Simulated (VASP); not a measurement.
# Sr8ZrTi7O24 (P1) in VASP: relaxation of volume and atoms at fixed shape with PBEsol

Aim: the relaxation of volume and atoms at fixed shape of Sr8ZrTi7O24 with PBEsol.

All numbers are computed with VASP 6.6.1; they aren't measurements. Logs are shortened: lines on timing, memory, paths and dates and some standing lists are left out, and cuts for length are marked.

**1. The cell of the first run**

The typed cell holds 40 atoms: a = 7.840 Å, b = 7.840 Å, c = 7.840 Å, α = 90.00°, β = 90.00°, γ = 90.00°.

**2. Relaxation of volume and atoms at fixed shape, PBEsol**

File INCAR:

```
SYSTEM = Sr8ZrTi7O24
ALGO = Normal ; EDIFF = 1E-7
EDIFFG = -0.03 ; ENCUT = 600
GGA = PS ; IBRION = 2
ISIF = 8 ; ISMEAR = -1
ISYM = 0 ; LASPH = .TRUE.
LCHARG = .FALSE. ; LREAL = Auto
LUSENCCL = .FALSE. ; LWAVE = .FALSE.
NELM = 60 ; NSW = 100
PREC = Accurate ; SIGMA = 0.05
```

File KPOINTS:

```
Automatic mesh
0
Gamma
  1 1 1
  0.25 0.25 0.25
```

File POSCAR:

```
Sr8ZrTi7O24
1.0
    7.8400820000      0.0000000000      0.0000000000
    0.0000000000      7.8400820000      0.0000000000
    0.0000000000      0.0000000000      7.8400820000
Sr Ti Zr O
8 7 1 24
Direct
    0.0007370000      0.0016110000      0.9976300000
    0.9988290000      0.0008200000      0.5010190000
    0.9998580000      0.5003120000      0.9995490000
    0.9982070000      0.5007250000      0.4967970000
    0.4993650000      0.9966390000      0.9965680000
    0.4961250000      0.0020230000      0.4972310000
    0.4984250000      0.5017300000      0.9966220000
    0.5034950000      0.4965740000      0.4997580000
    0.2492700000      0.2478260000      0.2569780000
    0.2480640000      0.2484560000      0.7541270000
    0.2482970000      0.7479250000      0.2507110000
    0.7492060000      0.2532790000      0.2478380000
    0.7542910000      0.2500680000      0.7501810000
    0.7478800000      0.7485200000      0.2525990000
    0.7508180000      0.7489860000      0.7475350000
    0.2503110000      0.7503960000      0.7449640000
    0.2547310000      0.2494930000      0.9955480000
    0.2476370000      0.2512770000      0.5037970000
    0.2457820000      0.7491900000      0.0010590000
    0.2535380000      0.7486340000      0.4986750000
    0.7489620000      0.2494250000      0.9997520000
    0.7486910000      0.2495140000      0.5006860000
    0.7491050000      0.7476170000      0.0060600000
    0.7512570000      0.7526170000      0.5057250000
    0.0015320000      0.2517670000      0.2482080000
    0.9976540000      0.2456460000      0.7486140000
    0.0019960000      0.7508060000      0.2509280000
    0.9991840000      0.7498930000      0.7511720000
    0.5029090000      0.2535960000      0.2514680000
    0.4983180000      0.2498230000      0.7488510000
    0.4990560000      0.7490620000      0.2513710000
    0.4990640000      0.7447700000      0.7520150000
    0.2497180000      0.9971570000      0.2510790000
    0.2471640000      0.0024390000      0.7488820000
    0.2526220000      0.4984860000      0.2496280000
    0.2485880000      0.4997010000      0.7519550000
    0.7527520000      0.0014800000      0.2506720000
    0.7556540000      0.0020410000      0.7458730000
    0.7510830000      0.4947970000      0.2479760000
    0.7516970000      0.5000050000      0.7506630000
```

Potentials or basis: VASP PAW PBE potentials, release 64 (Sr_sv, Ti_sv, Zr_sv, O).

Run with:

```bash
> cat potpaw_PBE.64/Sr_sv/POTCAR potpaw_PBE.64/Ti_sv/POTCAR potpaw_PBE.64/Zr_sv/POTCAR potpaw_PBE.64/O/POTCAR > POTCAR
> mpirun -np 1 vasp_std > vasp.out
```

OUTCAR:

```text
SYSTEM = Sr8ZrTi7O24
   EDIFF = 1E-7
   EDIFFG = -0.03
   ENCUT = 600
   GGA = PS
   IBRION = 2
   ISIF = 8
   ISMEAR = -1
   ISYM = 0
   LASPH = .TRUE.
   LREAL = Auto
   NELM = 60
   NSW = 100
   PREC = Accurate

 ion  position               nearest neighbor table
   1  0.001  0.002  0.998-  26 2.73  34 2.75  38 2.75  19 2.76  28 2.76  21 2.77  25 2.78  37 2.78
                            17 2.78  33 2.79  27 2.79  23 2.80  10 3.34  13 3.36  15 3.41  12 3.41
   2  0.999  0.001  0.501-  38 2.71  26 2.73  24 2.75  34 2.75  37 2.75  22 2.77  18 2.77  27 2.77
                            33 2.78  28 2.78  25 2.79  20 2.81   9 3.36  13 3.36  16 3.38  15 3.38
   3  1.000  0.500  1.000-  19 2.74  36 2.75  40 2.76  25 2.76  39 2.76  28 2.76  23 2.76  21 2.78
                            27 2.78  35 2.79  26 2.80  17 2.80  13 3.37  10 3.37  12 3.38  11 3.38
   4  0.998  0.501  0.497-  27 2.75  39 2.75  25 2.76  18 2.77  24 2.77  40 2.77  22 2.78  35 2.78
                            20 2.79  28 2.79  36 2.80  26 2.81  14 3.36  11 3.36   9 3.37  12 3.37
   5  0.499  0.997  0.997-  32 2.75  17 2.76  23 2.77  34 2.77  30 2.78  19 2.78  21 2.79  31 2.79
                            33 2.80  38 2.81  37 2.81  29 2.84  10 3.38  16 3.38  15 3.39  14 3.41
   6  0.496  0.002  0.497-  33 2.73  20 2.75  29 2.76  18 2.76  31 2.77  30 2.77  22 2.77  34 2.78
                            37 2.79  24 2.80  38 2.82  32 2.84   9 3.32  16 3.37  11 3.39  14 3.39
   7  0.498  0.502  0.997-  32 2.70  36 2.74  17 2.75  23 2.75  35 2.77  40 2.77  30 2.77  19 2.77
                            31 2.78  21 2.79  29 2.79  39 2.79  10 3.38  16 3.39  15 3.39  12 3.40
   8  0.503  0.497  0.500-  29 2.72  22 2.73  30 2.75  40 2.77  39 2.77  32 2.77  31 2.78  35 2.78
                            18 2.78  20 2.78  24 2.79  36 2.81  12 3.35  14 3.37   9 3.38  15 3.38
   9  0.249  0.248  0.257-  18 1.94  25 1.94  33 1.97  35 1.97  29 1.99  17 2.05   6 3.32   2 3.36
[... 37 lines left out ...]
  39  0.751  0.495  0.248-  12 1.89  14 1.99   4 2.75   3 2.76   8 2.77   7 2.79
  40  0.752  0.500  0.751-  15 1.95  13 1.96   3 2.76   8 2.77   7 2.77   4 2.77

IMPORTANT INFORMATION: All symmetrisations will be switched off!
NOSYMM: (Re-)initialisation of all symmetry stuff for point group C_1.

----------------------------------------------------------------------------------------

                                     Primitive cell

  volume of cell :     481.9054

  direct lattice vectors                    reciprocal lattice vectors
     7.840082000  0.000000000  0.000000000     0.127549686  0.000000000  0.000000000
     0.000000000  7.840082000  0.000000000     0.000000000  0.127549686  0.000000000
     0.000000000  0.000000000  7.840082000     0.000000000  0.000000000  0.127549686

  length of vectors
     7.840082000  7.840082000  7.840082000     0.127549686  0.127549686  0.127549686

  position of ions in fractional coordinates (direct lattice)
     0.000737000  0.001611000  0.997630000
     0.998829000  0.000820000  0.501019000
     0.999858000  0.500312000  0.999549000
     0.998207000  0.500725000  0.496797000
     0.499365000  0.996639000  0.996568000
[... 162 lines left out ...]
  energy-cutoff  :      600.00
  volume of cell :      481.91
 maximum number of plane-waves:     16125
 NGX is ok and might be reduce to    64
   NGX = 31   NGY = 31   NGZ = 31

--------------------------------------- Ionic step        1  -------------------------------------------

 number of electron     319.9999965 magnetization

 Free energy of the ion-electron system (eV)
  ---------------------------------------------------
  ext. energy  EPLUGINS =         0.00000000
  ---------------------------------------------------
  free energy    TOTEN  =      -336.33240918 eV

  energy without entropy =     -336.33240918  energy(sigma->0) =     -336.33240918

------------------------ aborting loop because EDIFF is reached ----------------------------------------

  FORCE on cell =-STRESS in cart. coord.  units (eV):
  Direction    XX          YY          ZZ          XY          YZ          ZX
  --------------------------------------------------------------------------------------
  -------------------------------------------------------------------------------------
  Total        4.5885712      4.2157169      4.9412683     -0.1856713     -0.0910456     -0.0686515
  in kB       15.2554929     14.0158746     16.4280950     -0.6172962     -0.3026969     -0.2282437
  external PRESSURE =      15.2331542 kB  Pullay stress =       0.0000000 kB
[... 203 lines left out ...]
  FREE ENERGIE OF THE ION-ELECTRON SYSTEM (eV)
  ---------------------------------------------------
  free  energy   TOTEN  =      -336.9767514778 eV

  energy  without entropy=     -336.9767514777  energy(sigma->0) =     -336.97675148

[... ionic steps 4 to 15 ...]

--------------------------------------- Ionic step       16  -------------------------------------------

 number of electron     319.9999888 magnetization

------------------------ aborting loop because EDIFF is reached ----------------------------------------
[... 143 lines left out ...]
--------------------------------------- Ionic step       18  -------------------------------------------

 number of electron     319.9999892 magnetization

 Free energy of the ion-electron system (eV)
  ---------------------------------------------------
  ext. energy  EPLUGINS =         0.00000000
  ---------------------------------------------------
  free energy    TOTEN  =      -337.12663557 eV

  energy without entropy =     -337.12663557  energy(sigma->0) =     -337.12663557

 E-fermi :   5.1523     XC(G=0): -11.4815

 val. band max:        3.8519685089   @ k =   0.2500  -0.2500   0.2500
 cond. band min:       6.4579330859   @ k =   0.2500   0.2500   0.2500
 fundamental gap:      2.6059645770
 Fermi energy:         5.1523116946

 k-point     1 :       0.2500    0.2500    0.2500
  band No.  band energies     occupation
      1     -52.2029      2.00000
      2     -52.1356      2.00000
      3     -52.1333      2.00000
      4     -52.1282      2.00000
      5     -52.0286      2.00000
      6     -52.0271      2.00000
[... 689 lines left out ...]
    171       7.6144      0.00000
    172       7.6181      0.00000
 [bands above 172 left out]

------------------------ aborting loop because EDIFF is reached ----------------------------------------

  FORCE on cell =-STRESS in cart. coord.  units (eV):
  Direction    XX          YY          ZZ          XY          YZ          ZX
  --------------------------------------------------------------------------------------
  -------------------------------------------------------------------------------------
  Total       -0.0501647     -0.0777167      0.0278539      0.0044219      0.0013185      0.0011376
  in kB       -0.1659839     -0.2571473      0.0921625      0.0146310      0.0043625      0.0037639
  external PRESSURE =      -0.1103229 kB  Pullay stress =       0.0000000 kB
[... 55 lines left out ...]
  FREE ENERGIE OF THE ION-ELECTRON SYSTEM (eV)
  ---------------------------------------------------
  free  energy   TOTEN  =      -337.1266355653 eV

  energy  without entropy=     -337.1266355653  energy(sigma->0) =     -337.12663557

 reached required accuracy - stopping structural energy minimisation
```

OSZICAR:

```text
N       E                     dE             d eps       ncg     rms          rms(c)
DAV:   1     0.453705076268E+04    0.45371E+04   -0.17384E+05  1536   0.202E+03
DAV:   2     0.481990059266E+03   -0.40551E+04   -0.38395E+04  1584   0.576E+02
DAV:   3    -0.340105230671E+03   -0.82210E+03   -0.79358E+03  1832   0.234E+02
[... 211 lines left out ...]
DAV:   5    -0.337126636073E+03    0.26275E-05   -0.31803E-05  2176   0.266E-02    0.885E-03
DAV:   6    -0.337126636300E+03   -0.22633E-06   -0.81149E-06  2240   0.100E-02    0.557E-03
DAV:   7    -0.337126635971E+03    0.32906E-06   -0.11094E-06  2056   0.461E-03    0.325E-03
DAV:   8    -0.337126635601E+03    0.36911E-06   -0.46383E-07  1496   0.258E-03    0.924E-04
DAV:   9    -0.337126635565E+03    0.36116E-07   -0.84757E-08   968   0.140E-03
  18 F= -.33712664E+03 E0= -.33712664E+03  d E =-.469179E-03
```

Wall time 27 min (1 × NVIDIA H100 80GB with 1 thread of AMD EPYC 7R13 (Zen 3), shared host); peak memory 1.7 GiB.

What came out:

- Free energy: -337.1266 eV
- Relaxed volume: 12.11 Å³/atom
- Relaxed cell: a = 7.853 Å, b = 7.853 Å, c = 7.853 Å, α = 90.00°, β = 90.00°, γ = 90.00°
- Space group after relaxing (to 0.1 Å): Pm-3m (No. 221)
- Energy gained by relaxing: 19.9 meV/atom
- Ionic steps: 18
- Pressure after relaxing: 0.0 GPa
- Largest force after relaxing: 0.027 eV/Å
- Band gap on the k mesh: 2.61 eV

Forces in eV/Å, atoms in the order of the input:
```
Sr  -0.004  0.007  0.002
Sr  -0.008  0.010 -0.006
Sr  -0.004 -0.003  0.007
Sr  -0.008 -0.003 -0.013
Sr   0.002 -0.004  0.003
Sr   0.002  0.008 -0.012
Sr   0.001  0.003 -0.005
Sr   0.010 -0.008 -0.004
Ti   0.001 -0.001  0.009
Ti  -0.018  0.016 -0.009
Ti   0.000  0.004 -0.003
Ti   0.001  0.000  0.011
Ti   0.005  0.003  0.007
Ti  -0.011 -0.001  0.003
Ti  -0.003  0.000  0.002
Zr   0.001  0.002 -0.006
O    0.005 -0.005  0.003
O   -0.008  0.015 -0.002
O   -0.019  0.010 -0.004
O    0.020 -0.010  0.015
O   -0.005 -0.002  0.003
O   -0.005  0.000  0.006
O    0.006 -0.005  0.010
O   -0.007  0.003  0.011
O   -0.001  0.010 -0.009
O   -0.006 -0.004  0.000
O    0.000 -0.005  0.017
O    0.011  0.009 -0.020
O   -0.002  0.005  0.007
O    0.007  0.004 -0.005
O    0.005  0.000 -0.016
O    0.011 -0.008  0.011
O   -0.003  0.000  0.010
O    0.007 -0.022 -0.012
O   -0.001 -0.015 -0.011
O   -0.009 -0.007  0.016
O    0.003 -0.002 -0.009
O    0.005  0.003 -0.001
O    0.003 -0.007  0.001
O    0.017  0.001 -0.007
```

Step by step:
```
step  energy change (eV)  largest force (eV/Å)  pressure (GPa)  volume (Å³)
   1              0.0000                3.2133            1.52       481.91
   2              0.0776                3.4746           -1.58       489.94
   3             -0.6443                0.4946           -0.51       485.73
   4             -0.7358                0.3772            0.18       483.76
   5             -0.7431                0.3870            0.46       483.02
   6             -0.7810                0.1923           -0.04       484.35
   7             -0.7810                0.1902           -0.04       484.34
   8             -0.7873                0.1096           -0.04       484.34
   9             -0.7873                0.1205           -0.03       484.34
  10             -0.7907                0.0771            0.04       484.17
  11             -0.7908                0.0912            0.04       484.15
  12             -0.7921                0.0554           -0.02       484.32
  13             -0.7921                0.0626           -0.04       484.35
  14             -0.7930                0.0411           -0.01       484.25
  15             -0.7932                0.0769            0.01       484.19
  16             -0.7938                0.0310            0.01       484.17
  17             -0.7938                0.0376            0.01       484.17
  18             -0.7942                0.0268           -0.01       484.22
```

Final structure:
```yaml
crystal:
  lattice:
    - [7.85261, 0.00000, 0.00000]
    - [0.00000, 7.85261, 0.00000]
    - [0.00000, 0.00000, 7.85261]
  atoms:
    - { symbol: Sr, position: [0.99611, 0.00290, 0.00332] }
    - { symbol: Sr, position: [0.99666, 0.00333, 0.49662] }
    - { symbol: Sr, position: [0.99604, 0.49631, 0.00290] }
    - { symbol: Sr, position: [0.99651, 0.49605, 0.49695] }
    - { symbol: Sr, position: [0.50318, 0.00294, 0.00358] }
    - { symbol: Sr, position: [0.50284, 0.00315, 0.49650] }
    - { symbol: Sr, position: [0.50338, 0.49644, 0.00349] }
    - { symbol: Sr, position: [0.50267, 0.49653, 0.49639] }
    - { symbol: Ti, position: [0.24970, 0.24922, 0.25155] }
    - { symbol: Ti, position: [0.25066, 0.24952, 0.75203] }
    - { symbol: Ti, position: [0.24799, 0.74915, 0.25005] }
    - { symbol: Ti, position: [0.74980, 0.24976, 0.24975] }
    - { symbol: Ti, position: [0.75028, 0.25040, 0.74969] }
    - { symbol: Ti, position: [0.74840, 0.74979, 0.24788] }
    - { symbol: Ti, position: [0.74988, 0.75058, 0.74750] }
    - { symbol: Zr, position: [0.25003, 0.74962, 0.75014] }
    - { symbol: O, position: [0.25179, 0.24816, 0.00042] }
    - { symbol: O, position: [0.24869, 0.25117, 0.49791] }
    - { symbol: O, position: [0.24960, 0.75185, 0.00893] }
    - { symbol: O, position: [0.25327, 0.74827, 0.49121] }
    - { symbol: O, position: [0.74870, 0.24942, 0.00097] }
    - { symbol: O, position: [0.75185, 0.24955, 0.49917] }
    - { symbol: O, position: [0.75255, 0.74973, 0.00222] }
    - { symbol: O, position: [0.74891, 0.74939, 0.49974] }
    - { symbol: O, position: [0.99942, 0.24982, 0.24831] }
    - { symbol: O, position: [0.99864, 0.24835, 0.75161] }
    - { symbol: O, position: [0.99965, 0.74956, 0.25237] }
    - { symbol: O, position: [0.99123, 0.74987, 0.75000] }
    - { symbol: O, position: [0.50119, 0.24935, 0.25111] }
    - { symbol: O, position: [0.50103, 0.25026, 0.74835] }
    - { symbol: O, position: [0.50214, 0.75004, 0.24908] }
    - { symbol: O, position: [0.50892, 0.74788, 0.75384] }
    - { symbol: O, position: [0.25011, 0.00110, 0.25094] }
    - { symbol: O, position: [0.25072, 0.00850, 0.74675] }
    - { symbol: O, position: [0.25069, 0.49871, 0.24791] }
    - { symbol: O, position: [0.24861, 0.49078, 0.75008] }
    - { symbol: O, position: [0.75066, 0.00053, 0.25061] }
    - { symbol: O, position: [0.74870, 0.00042, 0.75016] }
    - { symbol: O, position: [0.75014, 0.49879, 0.25028] }
    - { symbol: O, position: [0.75052, 0.49793, 0.75046] }
```

Levels at points of the mesh, in eV from the valence-band top:
```
           k point  band 156  band 157  band 158  band 159  band 160  band 161  band 162  band 163  band 164  band 165
(0.25, 0.25, 0.25)     -0.22     -0.12     -0.12     -0.11      0.00      2.61      2.66      2.66      2.93      2.97
```

Caveat: the PAW data sets were made with another functional, which shifts forces and pressure a little; a shifted mesh leaves out Γ, where band edges can lie. A k mesh can miss the band edges.
